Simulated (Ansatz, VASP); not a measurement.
One calculation of Ir, two programs

```
CELL_PARAMETERS angstrom
0.00000 1.64249 1.64249
1.64249 0.00000 1.64249
1.64249 1.64249 0.00000
ATOMIC_POSITIONS crystal
Ir 0.00000 0.00000 0.00000
```

Change from the starting cell: volume scaled by 0.64, PAW files, core large.

Alike in both runs: task single point; functional LDA; k mesh 19 × 19 × 19; occupations fermi-dirac, width 0.08 eV; no spin polarisation.

|  | VASP | Ansatz |
| --- | --- | --- |
| version | VASP 6.6.1 | Ansatz 0.2.0 |
| potentials or method | VASP PAW LDA potentials, release 64 (Ir) | PAW with other files of Ansatz's library (core large), scalar-relativistic |
| plane-wave cutoff (eV) | 520 | 420 |
| valence electrons in the cell | 9 | 17 |

|  | VASP | Ansatz | Ansatz less VASP |
| --- | --- | --- | --- |
| pressure (GPa) | 543.8 | 527.6 | -16.23 |

LDA's correlation is that of Perdew and Zunger in VASP and of Perdew and Wang (1992) in Ansatz. Both programs put the cell under a high pressure, so it lies far from rest at this level. VASP's potentials hold 9 valence electrons a cell and Ansatz's 17, so a difference there can come from the potentials and not from the codes. Ansatz's warnings: datasets by core.

Neither program's run includes spin-orbit coupling. Noted on VASP's run: the cell as given lies far from equilibrium.
